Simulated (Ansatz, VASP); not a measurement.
Two plane-wave programs on Ti

The input INCAR:

```
SYSTEM = Ti
PREC = Accurate
ENCUT = 600
EDIFF = 1E-6
ISMEAR = -1
SIGMA = 0.05
LREAL = .False.
LASPH = .True.
NELM = 80
ALGO = Normal
ISIF = 3
LWAVE = .False.
LCHARG = .False.
GGA = PE
IBRION = 2
NSW = 60
EDIFFG = -0.005
```

KPOINTS

```
Automatic mesh
0
Gamma
  17 17 17
  0 0 0
```

POSCAR

```
Ti
1.0
    0.0000000000      2.0565919077      2.0565919077
    2.0565919077      0.0000000000      2.0565919077
    2.0565919077      2.0565919077      0.0000000000
Ti
1
Direct
    0.0000000000      0.0000000000      0.0000000000
```

Input for Ansatz:

```yaml
crystal:
  lattice:
    - [0.0, 2.0565919077, 2.0565919077]
    - [2.0565919077, 0.0, 2.0565919077]
    - [2.0565919077, 2.0565919077, 0.0]
  atoms:
    - { symbol: Ti, position: [0.0, 0.0, 0.0] }
kpoints:
  mp_grid: { grid: [17, 17, 17] }
scf:
  occupations: { method: fermi_dirac, width: 0.05 }
hamiltonian:
  xc: pbe
  pseudopotentials: { kind: paw }
output:
  forces: true
  stress: true
relax:
  f_tol: 0.005
  max_steps: 40
  cell: {}
```

Alike in both runs: task relaxation of cell and atoms; functional PBE; k mesh 17 × 17 × 17; occupations fermi-dirac, width 0.05 eV; no spin polarisation.

```csv
,VASP,Ansatz
version,VASP 6.6.1,Ansatz 0.2.0
potentials or method,"VASP PAW PBE potentials, release 64 (Ti_sv)","PAW with Ansatz's default frozen-core files, scalar-relativistic"
plane-wave cutoff (eV),600,420
valence electrons in the cell,12,12
```

|  | VASP | Ansatz | Ansatz less VASP |
| --- | --- | --- | --- |
| relaxed volume (Å³/atom) | 17.35 | 17.39 | +0.035 |
| relaxed cell length with the largest relative difference (Å) | 2.906 | 2.908 | +0.0019 |
